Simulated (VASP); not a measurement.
# HfO2 in VASP: notebook, part 2 of 2

VASP 6.6.1. Earlier steps stand in the parts before.

## (3) Single point, PBE (normal strain along x -0.0400, normal strain along y -0.0400)

The input, INCAR:

```
  PREC = Accurate
  ENCUT = 520
  EDIFF = 1E-6
  ISMEAR = 0
  SIGMA = 0.05
  LREAL = False
  LASPH = True
  NELM = 60
  ALGO = Normal
  ISIF = 2
  LWAVE = False
  LCHARG = True
  GGA = PE
  LELF = True
  LVHAR = True
  NBANDS = 18
```

The input, KPOINTS:

```
regular mesh
0
Gamma
  8 8 8
```

The input, POSCAR:

```
HfO2
1.0
    0.0000000000      2.4469626787      2.5489194570
    2.4469626787      0.0000000000      2.5489194570
    2.4469626787      2.4469626787      0.0000000000
Hf O
1 2
Direct
    0.0000000000      0.0000000000      0.0000000000
    0.2500000000      0.2500000000      0.2500000000
    0.7500000000      0.7500000000      0.7500000000
```

Potentials or basis: VASP PAW PBE potentials, release 64 (Hf_pv, O).

Started as:

```bash
$ cat potpaw_PBE.64/Hf_pv/POTCAR potpaw_PBE.64/O/POTCAR > POTCAR
$ mpirun -np 1 vasp_std > vasp.out
```

Run time: 40 s. Hardware: 1 thread of Intel Xeon Platinum 8259CL at 2.50GHz (Skylake/Cascade Lake), shared host; peak memory 0.17 GiB.

It converged, with:

- Free energy: -30.0711 eV
- Pressure: 19.5 GPa
- Band gap on the k mesh: 3.53 eV, indirect (least direct gap 3.73 eV)

Stress tensor (GPa, compression positive):
```
26.41  0.00  0.00
 0.00 26.41  0.00
 0.00  0.00  5.53
```

Levels at points of the mesh, in eV from the valence-band top:
```csv
k point,band 8,band 9,band 10,band 11,band 12,band 13,band 14,band 15
"(0.00, 0.00, 0.00)",-5.89,-1.18,-0.61,-0.61,3.53,4.09,6.27,11.00
"(0.50, 0.00, 0.00)",-3.30,-3.05,-2.08,-2.05,4.57,4.77,7.40,9.08
"(0.50, 0.50, 0.00)",-3.76,-1.66,-1.66,-0.47,3.78,5.69,6.59,8.37
"(0.50, 0.00, 0.50)",-3.65,-2.25,-1.48,0.00,3.73,5.74,7.30,8.50
```

Caveat: the cell differs from its parent crystal (normal strain along x -0.0400, normal strain along y -0.0400); spin-orbit coupling is left out, which moves the levels of the heavy elements. A k mesh can miss the band edges.

## (4) Single point, PBE (normal strain along x -0.0267, normal strain along y -0.0267)

The input, INCAR:

```
PREC = Accurate
ENCUT = 520
EDIFF = 1E-6
ISMEAR = 0
SIGMA = 0.05
LREAL = False
LASPH = True
NELM = 100
ALGO = Normal
ISIF = 2
LWAVE = False
LCHARG = True
GGA = PE
LELF = True
LVHAR = True
NBANDS = 18
```

KPOINTS is that of step 3.

The input, POSCAR:

```
HfO2
1.0
    0.0000000000      2.4808633075      2.5489194570
    2.4808633075      0.0000000000      2.5489194570
    2.4808633075      2.4808633075      0.0000000000
Hf O
1 2
Direct
    0.0000000000      0.0000000000      0.0000000000
    0.2500000000      0.2500000000      0.2500000000
    0.7500000000      0.7500000000      0.7500000000
```

Potentials or basis: VASP PAW PBE potentials, release 64 (Hf_pv, O).

Started as:

```bash
$ cat potpaw_PBE.64/Hf_pv/POTCAR potpaw_PBE.64/O/POTCAR > POTCAR
$ mpirun -np 1 vasp_std > vasp.out
```

OUTCAR:

```text
PREC = Accurate
   ENCUT = 520
   EDIFF = 1E-6
   ISMEAR = 0
   LREAL = False
   LASPH = True
   NELM = 100
   ISIF = 2
   GGA = PE

 ion  position               nearest neighbor table
   1  0.000  0.000  0.000-   3 2.17   3 2.17   3 2.17   2 2.17   3 2.17   2 2.17   2 2.17   2 2.17

   2  0.250  0.250  0.250-   1 2.17   1 2.17   1 2.17   1 2.17
   3  0.750  0.750  0.750-   1 2.17   1 2.17   1 2.17   1 2.17

  LATTYP: Found a body centered tetragonal cell.
 ALAT       =     3.5084705359
 C/A-ratio  =     1.4530089000

  Lattice vectors:

 A1 = (  -2.4808633075,   0.0000000000,   2.5489194570)
 A2 = (   2.4808633075,   0.0000000000,   2.5489194570)
 A3 = (   0.0000000000,   2.4808633075,  -2.5489194570)

Analysis of symmetry for initial positions (statically):
=====================================================================
 Subroutine PRICEL returns:
 Original cell was already a primitive cell.

 Routine SETGRP: Setting up the symmetry group for a
 body centered tetragonal supercell.

[... 161 lines left out ...]
 Free energy of the ion-electron system (eV)
  ---------------------------------------------------
  ext. energy  EPLUGINS =         0.00000000
  ---------------------------------------------------
  free energy    TOTEN  =       -30.18230062 eV

  energy without entropy =      -30.18230062  energy(sigma->0) =      -30.18230062

 E-fermi :   5.0605     XC(G=0): -12.0422

 val. band max:        4.7175870218   @ k =   0.5000   0.0000   0.5000
 cond. band min:       8.3870261157   @ k =   0.0000   0.0000   0.0000
 fundamental gap:      3.6694390939
 Fermi energy:         5.0604665426

 k-point     1 :       0.0000    0.0000    0.0000
  band No.  band energies     occupation
      1     -24.9147      2.00000
      2     -24.9147      2.00000
      3     -24.8956      2.00000
      4     -14.3625      2.00000
      5     -11.1299      2.00000
      6      -0.9742      2.00000
[... 481 lines left out ...]
      5     -11.9549      2.00000
      6      -0.1311      2.00000
[... 10 lines left out ...]
     17      15.0333      0.00000
     18      17.6572      0.00000

 [... further k-points ...]
[... 5 lines left out ...]
  --------------------------------------------------------------------------------------
  -------------------------------------------------------------------------------------
  Total        2.9795039      2.9795039      0.3657663      0.0000000     -0.0000000     -0.0000000
  in kB      152.1467773    152.1467773     18.6776610      0.0000000     -0.0000000     -0.0000000
  external PRESSURE =     107.6570719 kB  Pullay stress =       0.0000000 kB

 VOLUME and BASIS-vectors are now :
 -----------------------------------------------------------------------------
  energy-cutoff  :      520.00
  volume of cell :       31.38
      direct lattice vectors                 reciprocal lattice vectors
     0.000000000  2.480863307  2.548919457    -0.201542745  0.201542745  0.196161553
     2.480863307  0.000000000  2.548919457     0.201542745 -0.201542745  0.196161553
     2.480863307  2.480863307  0.000000000     0.201542745  0.201542745 -0.196161553

 POSITION                                       TOTAL-FORCE (eV/Angst)
 -----------------------------------------------------------------------------------
      0.00000      0.00000      0.00000        -0.000000      0.000000     -0.000000
      1.24043      1.24043      1.27446        -0.000000     -0.000000      0.000000
      3.72129      3.72129      3.82338         0.000000      0.000000     -0.000000
 -----------------------------------------------------------------------------------
    total drift:                                0.000000      0.000000      0.000000

  FREE ENERGIE OF THE ION-ELECTRON SYSTEM (eV)
  ---------------------------------------------------
  free  energy   TOTEN  =       -30.1823006153 eV

  energy  without entropy=      -30.1823006153  energy(sigma->0) =      -30.18230062
```

Run time: 37 s. Hardware: 1 thread of Intel Xeon Platinum 8259CL at 2.50GHz (Skylake/Cascade Lake), shared host; peak memory 0.18 GiB.

What came out:

```yaml
Free_energy: -30.1823 eV
Pressure: 10.8 GPa
Band_gap_on_the_k_mesh: 3.67 eV, indirect (least direct gap 3.76 eV)
```

Levels at points of the mesh, in eV from the valence-band top:
| k point | band 8 | band 9 | band 10 | band 11 | band 12 | band 13 | band 14 | band 15 |
| --- | --- | --- | --- | --- | --- | --- | --- | --- |
| (0.00, 0.00, 0.00) | -5.66 | -0.97 | -0.61 | -0.61 | 3.67 | 4.01 | 6.07 | 10.75 |
| (0.50, 0.00, 0.00) | -3.20 | -2.92 | -1.99 | -1.96 | 4.58 | 4.70 | 7.22 | 9.07 |
| (0.50, 0.50, 0.00) | -3.64 | -1.61 | -1.61 | -0.30 | 3.79 | 5.60 | 6.57 | 8.26 |
| (0.50, 0.00, 0.50) | -3.57 | -1.99 | -1.49 | 0.00 | 3.76 | 5.62 | 7.02 | 8.34 |

Caveat: the cell differs from its parent crystal (normal strain along x -0.0267, normal strain along y -0.0267); spin-orbit coupling is left out, which moves the levels of the heavy elements. A k mesh can miss the band edges.

## (5) Single point, PBE (normal strain along x -0.0133, normal strain along y -0.0133)

The input, INCAR:

```
PREC = Accurate ; ENCUT = 520
EDIFF = 1E-6 ; ISMEAR = 0
SIGMA = 0.05 ; LREAL = F
LASPH = T ; NELM = 80
ALGO = Normal ; ISIF = 2
LWAVE = F ; LCHARG = F
GGA = PE ; NBANDS = 18
```

The input, KPOINTS:

```
Automatic mesh
0
Gamma
  8 8 8
```

The input, POSCAR:

```
HfO2
1.0
    0.0000000000      2.5150188282      2.5489194570
    2.5150188282      0.0000000000      2.5489194570
    2.5150188282      2.5150188282      0.0000000000
Hf O
1 2
Direct
    0.0000000000      0.0000000000      0.0000000000
    0.2500000000      0.2500000000      0.2500000000
    0.7500000000      0.7500000000      0.7500000000
```

Started as:

```bash
$ cat potpaw_PBE.64/Hf_pv/POTCAR potpaw_PBE.64/O/POTCAR > POTCAR
$ mpirun -np 1 vasp_std > vasp.out
```

Run time: 35 s. Hardware: 1 thread of Intel Xeon Platinum 8259CL at 2.50GHz (Skylake/Cascade Lake), shared host; peak memory 0.18 GiB.

Results (log left out):

| Quantity | Value |
| --- | --- |
| Free energy | -30.2384 eV |
| Pressure | 3.1 GPa |
| Band gap on the k mesh | 3.77 eV, direct |

Stress tensor (GPa, compression positive):
```
 5.18  0.00  0.00
 0.00  5.18  0.00
 0.00  0.00 -1.18
```

Levels at points of the mesh, in eV from the valence-band top:
| k point | band 8 | band 9 | band 10 | band 11 | band 12 | band 13 | band 14 | band 15 |
| --- | --- | --- | --- | --- | --- | --- | --- | --- |
| (0.00, 0.00, 0.00) | -5.45 | -0.78 | -0.60 | -0.60 | 3.77 | 3.93 | 5.88 | 10.49 |
| (0.50, 0.00, 0.00) | -3.11 | -2.80 | -1.90 | -1.88 | 4.57 | 4.63 | 7.03 | 9.05 |
| (0.50, 0.50, 0.00) | -3.53 | -1.55 | -1.55 | -0.15 | 3.78 | 5.51 | 6.54 | 8.14 |
| (0.50, 0.00, 0.50) | -3.50 | -1.73 | -1.49 | 0.00 | 3.77 | 5.52 | 6.75 | 8.18 |

Caveat: the cell differs from its parent crystal (normal strain along x -0.0133, normal strain along y -0.0133); spin-orbit coupling is left out, which moves the levels of the heavy elements. A k mesh can miss the band edges.

## (6) The runs side by side

| cell | gap on the mesh (eV) | pressure (GPa) |
| --- | --- | --- |
| a = 3.605 Å, angles 60.0°, 3 atoms | 3.76 | -3.7 |
| a = 3.533, b = 3.533, c = 3.461 Å, angles 60.7, 60.7, 58.6°, 3 atoms | 3.53 | 19.5 |
| a = 3.557, b = 3.557, c = 3.508 Å, angles 60.4, 60.4, 59.1°, 3 atoms | 3.67 | 10.8 |
| a = 3.581, b = 3.581, c = 3.557 Å, angles 60.2, 60.2, 59.6°, 3 atoms | 3.77 | 3.1 |

Alike in all rows: task single point; level PBE; potentials or basis VASP PAW PBE potentials, release 64 (Hf_pv, O); no spin polarisation; k mesh 8 × 8 × 8; cutoff (eV) 520; smearing gaussian 0.05 eV.

Caveats: spin-orbit coupling is left out, which moves the levels of the heavy elements.

Absolute energies hang on the potentials; compare differences alone.
